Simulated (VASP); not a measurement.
Input of a VASP 6.6.1 run:

INCAR

```
ALGO = Normal
EDIFF = 1E-6
ENCUT = 520
GGA = PE
ISIF = 2
ISMEAR = 0
ISPIN = 2
LASPH = T
LCHARG = T
LELF = T
LORBIT = 11
LREAL = F
LVHAR = T
LWAVE = F
MAGMOM = 0.5 0.5 0.5 0.5
NBANDS = 16
NELM = 150
PREC = Accurate
SIGMA = 0.05
```

Contents of KPOINTS:

```
k-points
0
Gamma
  1 1 11
```

The input POSCAR:

```
Mg
1.0
   12.0000000000      0.0000000000      0.0000000000
    0.0000000000      9.3000000000      0.0000000000
    0.0000000000      0.0000000000      5.9154035246
Mg
4
Direct
    0.3710491685      0.5000000000      0.0000000000
    0.3710491685      0.5000000000      0.5000000000
    0.6289508315      0.5000000000      0.0000000000
    0.6289508315      0.5000000000      0.5000000000
```

Potentials or basis: VASP PAW PBE potentials, release 64 (Mg).

Launch:

```sh
$ cat potpaw_PBE.64/Mg/POTCAR > POTCAR
$ mpirun -np 1 vasp_std > vasp.out
```

Question: What does it give for the net moment?

Answer: 0.91 μB per cell.
